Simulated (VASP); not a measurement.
# B2Sb2As (C2/m) in VASP: single point with r2SCAN

Aim: the single point of B2Sb2As with r2SCAN.

Everything below comes from runs of VASP 6.6.1. Logs are shortened: lines on timing, memory, paths and dates and some standing lists are left out, and cuts for length are marked.

### Step 1. The cell of the first run

It takes space group C2/m (No. 12, monoclinic). Conventional cell: a = 9.679 Å, b = 3.565 Å, c = 11.246 Å, α = 90.00°, β = 115.25°, γ = 90.00°. Within 3.0 Å of Sb (site symmetry m) lie 3 B at 2.28 to 2.97 Å and 2 As at 2.42 Å. Sb (site symmetry m) has 5 B at 2.16 to 2.66 Å within 2.9 Å. As (site symmetry m) has 1 As at 2.22 Å and 2 Sb at 2.42 Å within 2.9 Å. B (site symmetry m) has 3 Sb at 2.28 to 2.42 Å within 3.0 Å. Within 2.9 Å of B (site symmetry m) lie 3 Sb at 2.16 to 2.66 Å.

### Step 2. Single point, r2SCAN

POSCAR reads:

```
B2Sb2As
1.0
    0.0000000000      3.5645700000      0.0000000000
    4.8394960000     -1.7822850000      0.0000000000
   -0.0424620000      1.7822850000    -10.1711710000
Sb As B
4 2 4
Direct
    0.9548000000      0.7341000000      0.8245000000
    0.0452000000      0.2659000000      0.1755000000
    0.8119000000      0.2259000000      0.6021000000
    0.1881000000      0.7741000000      0.3979000000
    0.3942000000      0.7728000000      0.9844000000
    0.6058000000      0.2272000000      0.0156000000
    0.2114000000      0.1852000000      0.7624000000
    0.7886000000      0.8148000000      0.2376000000
    0.5937000000      0.7790000000      0.5916000000
    0.4063000000      0.2210000000      0.4084000000
```

INCAR.step1 reads:

```
SYSTEM = B2Sb2As
PREC = Accurate
ENCUT = 520
ISMEAR = -1
SIGMA = 0.1
LREAL = .False.
LASPH = .True.
NELM = 80
NBANDS = 32
GGA = PE
ALGO = Normal
EDIFF = 1E-4
LWAVE = .True.
LCHARG = .False.
```

INCAR.step2 reads:

```
SYSTEM = B2Sb2As
PREC = Accurate
ENCUT = 520
EDIFF = 1E-6
ISMEAR = -1
SIGMA = 0.1
LREAL = .False.
LASPH = .True.
NELM = 80
ALGO = Normal
ISIF = 2
LWAVE = .False.
LCHARG = .True.
METAGGA = R2SCAN
LMIXTAU = .True.
LELF = .True.
LVHAR = .True.
NBANDS = 32
ISTART = 1
```

KPOINTS reads:

```
Automatic mesh
0
Gamma
  5 5 5
  0 0 0
```

Potentials or basis: VASP PAW PBE potentials, release 64 (Sb, As, B).

Command:

```
$ cat potpaw_PBE.64/Sb/POTCAR potpaw_PBE.64/As/POTCAR potpaw_PBE.64/B/POTCAR > POTCAR
$ cp INCAR.step1 INCAR
$ mpirun -np 1 vasp_std > vasp.out
$ cp INCAR.step2 INCAR
$ mpirun -np 1 vasp_std > vasp.out
```

OUTCAR:

```text
SYSTEM = B2Sb2As
   PREC = Accurate
   ENCUT = 520
   EDIFF = 1E-6
   ISMEAR = -1
   LREAL = .False.
   LASPH = .True.
   NELM = 80
   ISIF = 2
   METAGGA = R2SCAN
   ISTART = 1

 ion  position               nearest neighbor table
   1  0.955  0.734  0.825-   7 2.28   5 2.42   5 2.42   9 2.97   9 2.97   6 3.14   3 3.33   3 3.74
                             3 3.74
   2  0.045  0.266  0.175-   8 2.28   6 2.42   6 2.42  10 2.97  10 2.97   5 3.14   4 3.33   4 3.74
                             4 3.74
   3  0.812  0.226  0.602-   9 2.16   7 2.42   7 2.42  10 2.66  10 2.66   1 3.33   4 3.38   4 3.50
                             4 3.50   1 3.74   1 3.74
   4  0.188  0.774  0.398-  10 2.16   8 2.42   8 2.42   9 2.66   9 2.66   2 3.33   3 3.38   3 3.50
                             3 3.50   2 3.74   2 3.74
   5  0.394  0.773  0.984-   6 2.22   1 2.42   1 2.42   2 3.14
   6  0.606  0.227  0.016-   5 2.22   2 2.42   2 2.42   1 3.14
   7  0.211  0.185  0.762-   1 2.28   3 2.42   3 2.42
   8  0.789  0.815  0.238-   2 2.28   4 2.42   4 2.42
   9  0.594  0.779  0.592-   3 2.16   4 2.66   4 2.66   1 2.97   1 2.97
  10  0.406  0.221  0.408-   4 2.16   3 2.66   3 2.66   2 2.97   2 2.97

  LATTYP: Found a base centered monoclinic cell.
 ALAT       =     9.6789920000
 B/A-ratio  =     0.3682790522
 C/A-ratio  =     1.1618599018
 COS(beta)  =    -0.4265686182

  Lattice vectors:

 A1 = (  -4.8394960000,  -1.7822850000,   0.0000000000)
 A2 = (  -4.8394960000,   1.7822850000,   0.0000000000)
 A3 = (   4.7970340000,   0.0000000000, -10.1711710000)

Analysis of symmetry for initial positions (statically):
=====================================================================
 Subroutine PRICEL returns:
 Original cell was already a primitive cell.

 Routine SETGRP: Setting up the symmetry group for a
 base centered monoclinic supercell.

 Subroutine GETGRP returns: Found  4 space group operations
 (whereof  4 operations were pure point group operations)
 out of a pool of  4 trial point group operations.

The static configuration has the point symmetry C_2h.

Analysis of symmetry for dynamics (positions and initial velocities):
=====================================================================
 Subroutine PRICEL returns:
 Original cell was already a primitive cell.

 Routine SETGRP: Setting up the symmetry group for a
 base centered monoclinic supercell.

[... 120 lines left out ...]
   EDIFF  = 0.1E-05   stopping-criterion for ELM
   LREAL  =      F    real-space projection
   EDIFFG = 0.1E-04   stopping-criterion for IOM
   NSW    =      0    number of steps for IOM
   IBRION =     -1    ionic relax: 0-MD 1-quasi-New 2-CG
   NFREE  =      0    steps in history (QN), initial steepest desc. (CG)
   ISIF   =      2    stress and relaxation
   ISYM   =      2    0-nonsym 1-usesym 2-fastsym
   POTIM  = 0.5000    time-step for ionic-motion
   TEBEG  =    0.0;   TEEND  =   0.0 temperature during run
   PSTRESS=    0.0 pullay stress
   NELECT =      42.0000    total number of electrons
   NUPDOWN=      -1.0000    fix difference up-down
   EMIN   =  10.00;   EMAX   =-10.00  energy-range for DOS
   EFERMI =   0.00;   METHOD = LEGACY
   ISMEAR =    -1;   SIGMA  =   0.10  broadening in eV -4-tet -1-fermi 0-gaus
   EFERMI_NEDOS =   21; number of points for ismear=-14 and -15
   IALGO  =     38    algorithm
   IMIX   =      4    mixing-type and parameters
     AMIX     =   0.40;   BMIX     =  1.00
     AMIX_MAG =   1.60;   BMIX_MAG =  1.00
  volume/ion in A,a.u.               =      17.55       118.41
  Fermi-wavevector in a.u.,A,eV,Ry     =   1.016479  1.920867 14.057948  1.033230
  Thomas-Fermi vector in A             =   2.149825
   LORBIT       =      0    0 simple, 1 ext, 2 COOP (PROOUT), +10 PAW based schemes
   METAGGA = R2SCAN    functional components
   LHFCALC =     F    Hartree Fock is set to
   AEXX    =    0.0000 exact exchange contribution
   IVDW    =     0    specifies the selected vdW correction
   LEPSILON=     F    determine dielectric tensor
   LRPA    =     F    only Hartree local field effects (RPA)
 non-spin polarized calculation
  energy-cutoff  :      520.00
  volume of cell :      175.46
 maximum number of plane-waves:      4759
   NGX = 13   NGY = 19   NGZ = 39

 number of electron      41.9999998 magnetization

 Free energy of the ion-electron system (eV)
  ---------------------------------------------------
  ext. energy  EPLUGINS =         0.00000000
  ---------------------------------------------------
  free energy    TOTEN  =      -146.70716525 eV

  energy without entropy =     -146.54152639  energy(sigma->0) =     -146.62434582

 E-fermi :   7.5301     XC(G=0): -11.0931

 val. band max:        7.5269140705   @ k =   0.2000   0.2000   0.0000
 cond. band min:       7.5402516420   @ k =   0.4000  -0.2000   0.2000
 fundamental gap:      0.0133375714
 Fermi energy:         7.5300740225

 k-point     1 :       0.0000    0.0000    0.0000
  band No.  band energies     occupation
      1      -8.7787      2.00000
      2      -5.9780      2.00000
      3      -5.9216      2.00000
      4      -3.5014      2.00000
      5      -1.6748      2.00000
      6      -0.2599      2.00000
[... 829 lines left out ...]
     31      12.5551      0.00000
     32      12.8062      0.00000

 [... further k-points ...]
[... 5 lines left out ...]
  --------------------------------------------------------------------------------------
  -------------------------------------------------------------------------------------
  Total       21.9646626     16.5035051      9.1682061      0.0000000     -0.0000000     -3.3872511
  in kB      200.5658002    150.6983632     83.7175884      0.0000000     -0.0000000    -30.9299870
  external PRESSURE =     144.9939172 kB  Pullay stress =       0.0000000 kB

 VOLUME and BASIS-vectors are now :
 -----------------------------------------------------------------------------
  energy-cutoff  :      520.00
  volume of cell :      175.46
      direct lattice vectors                 reciprocal lattice vectors
     0.000000000  3.564570000  0.000000000     0.103316544  0.280538747  0.048727228
     4.839496000 -1.782285000  0.000000000     0.206633087  0.000000000 -0.000862640
    -0.042462000  1.782285000-10.171171000     0.000000000  0.000000000 -0.098317096

 POSITION                                       TOTAL-FORCE (eV/Angst)
 -----------------------------------------------------------------------------------
      3.51766      3.56457     -8.38613        -0.120900     -0.000000      4.101254
      1.27937      0.00000     -1.78504         0.120900      0.000000     -4.101254
      1.06768      3.56457     -6.12406         1.311876     -0.000000     -0.664499
      3.72936      0.00000     -4.04711        -1.311876      0.000000      0.664499
      3.69816      1.78228    -10.01250        -1.781045      0.000000     -3.228259
      1.09887      1.78229     -0.15867         1.781045     -0.000000      3.228259
      0.86390      1.78228     -7.75450         0.412339      0.000000      1.256780
      3.93313      1.78229     -2.41667        -0.412339     -0.000000     -1.256780
      3.74485      1.78228     -6.01726        -1.450897     -0.000000      0.714793
      1.05219      1.78229     -4.15391         1.450897      0.000000     -0.714793
 -----------------------------------------------------------------------------------
    total drift:                               -0.000000      0.000000      0.000000

  FREE ENERGIE OF THE ION-ELECTRON SYSTEM (eV)
  ---------------------------------------------------
  free  energy   TOTEN  =      -146.7071652488 eV

  energy  without entropy=     -146.5415263942  energy(sigma->0) =     -146.62434582
```

OUTCAR.step1:

```text
SYSTEM = B2Sb2As
   PREC = Accurate
   ENCUT = 520
   ISMEAR = -1
   LREAL = .False.
   LASPH = .True.
[... 1098 lines left out ...]
      3.93313      1.78229     -2.41667        -0.520174     -0.000000     -0.975562
      3.74485      1.78228     -6.01726        -1.611429      0.000000      0.618272
      1.05219      1.78229     -4.15391         1.611429     -0.000000     -0.618272
 -----------------------------------------------------------------------------------
    total drift:                               -0.000000      0.000000      0.000000

  FREE ENERGIE OF THE ION-ELECTRON SYSTEM (eV)
  ---------------------------------------------------
  free  energy   TOTEN  =       -38.1806904428 eV

  energy  without entropy=      -38.0001140149  energy(sigma->0) =      -38.09040223
```

OSZICAR.step1:

```text
N       E                     dE             d eps       ncg     rms          rms(c)
DAV:   1     0.190135473731E+03    0.19014E+03   -0.15751E+04  2496   0.110E+03
DAV:   2    -0.231566213757E+02   -0.21329E+03   -0.20454E+03  2928   0.186E+02
DAV:   3    -0.391031642494E+02   -0.15947E+02   -0.15346E+02  3160   0.531E+01
DAV:   4    -0.394363638960E+02   -0.33320E+00   -0.33114E+00  3128   0.782E+00
DAV:   5    -0.394426859240E+02   -0.63220E-02   -0.63197E-02  3176   0.107E+00    0.100E+01
DAV:   6    -0.382208491216E+02    0.12218E+01   -0.34490E+00  3200   0.714E+00    0.552E+00
DAV:   7    -0.381928770516E+02    0.27972E-01   -0.88445E-01  3096   0.364E+00    0.251E+00
DAV:   8    -0.381848534380E+02    0.80236E-02   -0.13675E-01  3240   0.140E+00    0.713E-01
DAV:   9    -0.381815381400E+02    0.33153E-02   -0.33807E-02  3328   0.669E-01    0.267E-01
DAV:  10    -0.381806182431E+02    0.91990E-03   -0.65134E-03  3328   0.340E-01    0.110E-01
DAV:  11    -0.381806897241E+02   -0.71481E-04   -0.12890E-03  3072   0.158E-01    0.407E-02
DAV:  12    -0.381806904428E+02   -0.71867E-06   -0.97022E-05  2008   0.464E-02
   1 F= -.38180690E+02 E0= -.38090402E+02  d E =-.180576E+00
```

Run time: 13 min. Hardware: 1 thread of Oxide Virtual Turin-like, shared host; peak memory 0.41 GiB.

What came out:

```yaml
Free_energy: -146.7072 eV
Pressure: 14.5 GPa
Largest_force: 4.103 eV/Å
Band_gap_on_the_k_mesh: zero (band 21 reaches 8.51 eV, above the bottom of band 22 at 6.83 eV)
```

Forces in eV/Å, atoms in the order of the input:
```
Sb  -0.121  0.000  4.101
Sb   0.121  0.000 -4.101
Sb   1.312  0.000 -0.664
Sb  -1.312  0.000  0.664
As  -1.781  0.000 -3.228
As   1.781  0.000  3.228
B    0.412  0.000  1.257
B   -0.412  0.000 -1.257
B   -1.451  0.000  0.715
B    1.451  0.000 -0.715
```

Caveat: the k points lie up to 0.38 Å⁻¹ apart; the PAW data sets were made with another functional, which shifts forces and pressure a little; spin-orbit coupling is left out, which moves the levels of the heavy elements.
